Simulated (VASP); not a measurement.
# HfO2 (Fm-3m) in VASP: further runs, part 2 of 2

VASP 6.6.1. The steps go on from the part before.

## Step 3: Single point, PBEsol

This run uses another cell than the first one, of 10.93 Å³/atom, 1.021 times its volume.

INCAR reads:

```
SYSTEM = HfO2
  PREC = Accurate
  ENCUT = 520
  EDIFF = 1E-6
  ISMEAR = -1
  SIGMA = 0.05
  LREAL = .False.
  LASPH = .True.
  NELM = 60
  ALGO = Normal
  ISIF = 2
  LWAVE = .False.
  LCHARG = .False.
  GGA = PS
  NBANDS = 18
```

KPOINTS reads:

```
regular mesh
0
Gamma
  9 9 9
  0 0 0
```

POSCAR reads:

```
HfO2
1.0
    0.0000000000      2.5403350533      2.5403350533
    2.5403350533      0.0000000000      2.5403350533
    2.5403350533      2.5403350533      0.0000000000
Hf O
1 2
Direct
    0.0000000000      0.0000000000      0.0000000000
    0.7500000000      0.7500000000      0.7500000000
    0.2500000000      0.2500000000      0.2500000000
```

Potentials or basis: VASP PAW PBE potentials, release 64 (Hf_pv, O).

Launch:

```console
> cat potpaw_PBE.64/Hf_pv/POTCAR potpaw_PBE.64/O/POTCAR > POTCAR
> mpirun -np 1 vasp_std > vasp.out
```

OUTCAR:

```text
SYSTEM = HfO2
   PREC = Accurate
   ENCUT = 520
   EDIFF = 1E-6
   ISMEAR = -1
   LREAL = .False.
   LASPH = .True.
   NELM = 60
   ISIF = 2
   GGA = PS

 ion  position               nearest neighbor table
   1  0.000  0.000  0.000-   2 2.20   2 2.20   2 2.20   2 2.20   3 2.20   3 2.20   3 2.20   3 2.20

   2  0.750  0.750  0.750-   1 2.20   1 2.20   1 2.20   1 2.20
   3  0.250  0.250  0.250-   1 2.20   1 2.20   1 2.20   1 2.20

  LATTYP: Found a face centered cubic cell.
 ALAT       =     5.0806701066

  Lattice vectors:

 A1 = (   0.0000000000,   2.5403350533,   2.5403350533)
 A2 = (   2.5403350533,   0.0000000000,   2.5403350533)
 A3 = (   2.5403350533,   2.5403350533,   0.0000000000)

Analysis of symmetry for initial positions (statically):
=====================================================================
 Subroutine PRICEL returns:
 Original cell was already a primitive cell.

 Routine SETGRP: Setting up the symmetry group for a
 face centered cubic supercell.

 Subroutine GETGRP returns: Found 48 space group operations
[... 9 lines left out ...]

 Routine SETGRP: Setting up the symmetry group for a
[... 149 lines left out ...]
  ext. energy  EPLUGINS =         0.00000000
  ---------------------------------------------------
  free energy    TOTEN  =       -31.60497837 eV

  energy without entropy =      -31.60497837  energy(sigma->0) =      -31.60497837

 E-fermi :   5.0480     XC(G=0): -12.0710

 val. band max:        4.0254558800   @ k =  -0.4444   0.4444   0.0000
 cond. band min:       7.7929665879   @ k =   0.4444   0.4444   0.0000
 fundamental gap:      3.7675107079
 Fermi energy:         5.0480442888

 k-point     1 :       0.0000    0.0000    0.0000
  band No.  band energies     occupation
      1     -25.5771      2.00000
      2     -25.5771      2.00000
      3     -25.5771      2.00000
      4     -14.5709      2.00000
      5     -11.5033      2.00000
      6      -1.2845      2.00000
[... 481 lines left out ...]
      5     -12.4733      2.00000
      6      -2.3098      2.00000
[... 10 lines left out ...]
     17      15.8733      0.00000
     18      17.5106      0.00000

 [... further k-points ...]
[... 5 lines left out ...]
  --------------------------------------------------------------------------------------
  -------------------------------------------------------------------------------------
  Total       -1.8524729     -1.8524729     -1.8524729     -0.0000000      0.0000000      0.0000000
  in kB      -90.5231044    -90.5231044    -90.5231044     -0.0000000      0.0000000      0.0000000
  external PRESSURE =     -90.5231044 kB  Pullay stress =       0.0000000 kB

 VOLUME and BASIS-vectors are now :
 -----------------------------------------------------------------------------
  energy-cutoff  :      520.00
  volume of cell :       32.79
      direct lattice vectors                 reciprocal lattice vectors
     0.000000000  2.540335053  2.540335053    -0.196824430  0.196824430  0.196824430
     2.540335053  0.000000000  2.540335053     0.196824430 -0.196824430  0.196824430
     2.540335053  2.540335053  0.000000000     0.196824430  0.196824430 -0.196824430

 POSITION                                       TOTAL-FORCE (eV/Angst)
 -----------------------------------------------------------------------------------
      0.00000      0.00000      0.00000         0.000000      0.000000     -0.000000
      3.81050      3.81050      3.81050        -0.000000     -0.000000     -0.000000
      1.27017      1.27017      1.27017         0.000000      0.000000      0.000000
 -----------------------------------------------------------------------------------
    total drift:                                0.000000      0.000000      0.000000

  FREE ENERGIE OF THE ION-ELECTRON SYSTEM (eV)
  ---------------------------------------------------
  free  energy   TOTEN  =       -31.6049783740 eV

  energy  without entropy=      -31.6049783740  energy(sigma->0) =      -31.60497837
```

It took 50 s on 1 thread of AMD EPYC 7R13, shared host; peak memory 0.14 GiB.

What came out:

* Free energy: -31.6050 eV
* Pressure: -9.1 GPa
* Band gap on the k mesh: 3.77 eV, indirect (least direct gap 3.89 eV)

Caveat: the PAW data sets were made with another functional, which shifts forces and pressure a little; spin-orbit coupling is left out, which moves the levels of the heavy elements.

## Step 4: Single point, PBEsol

This run uses another cell than the first one, of 11.38 Å³/atom, 1.063 times its volume.

INCAR reads:

```
SYSTEM = HfO2
PREC = Accurate
ENCUT = 520
EDIFF = 1E-6
ISMEAR = -1
SIGMA = 0.05
LREAL = .False.
LASPH = .True.
NELM = 80
ALGO = Normal
ISIF = 2
LWAVE = .False.
LCHARG = .False.
GGA = PS
NBANDS = 18
```

KPOINTS is that of step 3.

POSCAR reads:

```
HfO2
1.0
    0.0000000000      2.5744375797      2.5744375797
    2.5744375797      0.0000000000      2.5744375797
    2.5744375797      2.5744375797      0.0000000000
Hf O
1 2
Direct
    0.0000000000      0.0000000000      0.0000000000
    0.7500000000      0.7500000000      0.7500000000
    0.2500000000      0.2500000000      0.2500000000
```

Launch:

```console
> cat potpaw_PBE.64/Hf_pv/POTCAR potpaw_PBE.64/O/POTCAR > POTCAR
> mpirun -np 1 vasp_std > vasp.out
```

Wall time 48 s (1 thread of AMD EPYC 7R13, shared host); peak memory 0.14 GiB.

It converged, with:

```
Free energy            : -31.4944 eV
Pressure               : -17.6 GPa
Band gap on the k mesh : 3.66 eV, indirect (least direct gap 3.77 eV)
```

Levels at points of the mesh, in eV from the valence-band top:
```tsv
k point	band 9	band 10	band 11	band 12	band 13	band 14
(0.00, 0.00, 0.00)	-0.54	-0.54	-0.54	3.72	3.72	5.33
```

Caveat: the PAW data sets were made with another functional, which shifts forces and pressure a little; spin-orbit coupling is left out, which moves the levels of the heavy elements. As with any semilocal functional, this PBEsol gap is likely too small.

## Step 5: Single point, PBEsol

This run uses another cell than the first one, of 11.82 Å³/atom, 1.104 times its volume.

INCAR reads:

```
SYSTEM = HfO2
PREC     = Accurate       ! precision mode
ENCUT    = 520            ! plane-wave cutoff, eV
EDIFF    = 1E-7           ! SCF threshold, eV
ISMEAR   = -1             ! smearing method
SIGMA    = 0.05           ! smearing width, eV
LREAL    = .False.        ! projectors in reciprocal space
LASPH    = .True.         ! aspherical terms in the spheres
NELM     = 60             ! most SCF steps
ALGO     = Normal         ! electronic algorithm
ISIF     = 2              ! what is computed and relaxed
LWAVE    = .False.        ! write WAVECAR
LCHARG   = .False.        ! write CHGCAR
GGA      = PS             ! functional
NBANDS   = 18             ! bands
```

KPOINTS is that of step 4.

POSCAR reads:

```
HfO2
1.0
    0.0000000000      2.6076597933      2.6076597933
    2.6076597933      0.0000000000      2.6076597933
    2.6076597933      2.6076597933      0.0000000000
Hf O
1 2
Direct
    0.0000000000      0.0000000000      0.0000000000
    0.7500000000      0.7500000000      0.7500000000
    0.2500000000      0.2500000000      0.2500000000
```

Launch:

```console
> cat potpaw_PBE.64/Hf_pv/POTCAR potpaw_PBE.64/O/POTCAR > POTCAR
> mpirun -np 1 vasp_std > vasp.out
```

Run time: 52 s. Hardware: 1 thread of AMD EPYC 7R13, shared host; peak memory 0.14 GiB.

Results (log left out):

```yaml
Free_energy: -31.3200 eV
Pressure: -24.4 GPa
Band_gap_on_the_k_mesh: 3.55 eV, indirect (least direct gap 3.66 eV)
```

Levels at points of the mesh, in eV from the valence-band top:
```csv
k point,band 8,band 9,band 10,band 11,band 12,band 13,band 14,band 15
"(0.00, 0.00, 0.00)",-4.85,-0.53,-0.53,-0.53,3.62,3.62,5.03,9.44
```

Caveat: the PAW data sets were made with another functional, which shifts forces and pressure a little; spin-orbit coupling is left out, which moves the levels of the heavy elements. A k mesh can miss the band edges.

## Step 6: Overview

| cell | gap on the mesh (eV) | pressure (GPa) |
| --- | --- | --- |
| a = 3.568 Å, angles 60.0°, 3 atoms | 3.82 | -4.0 |
| a = 3.593 Å, angles 60.0°, 3 atoms | 3.77 | -9.1 |
| a = 3.641 Å, angles 60.0°, 3 atoms | 3.66 | -17.6 |
| a = 3.688 Å, angles 60.0°, 3 atoms | 3.55 | -24.4 |

Alike in all rows: task single point; level PBEsol; potentials or basis VASP PAW PBE potentials, release 64 (Hf_pv, O); no spin polarisation; k mesh 9 × 9 × 9; cutoff (eV) 520; smearing fermi-dirac 0.05 eV.

Caveats: the PAW data sets were made with another functional, which shifts forces and pressure a little; spin-orbit coupling is left out, which moves the levels of the heavy elements.

Total energies depend on the potentials used, so only differences within one code and one set of settings carry meaning.
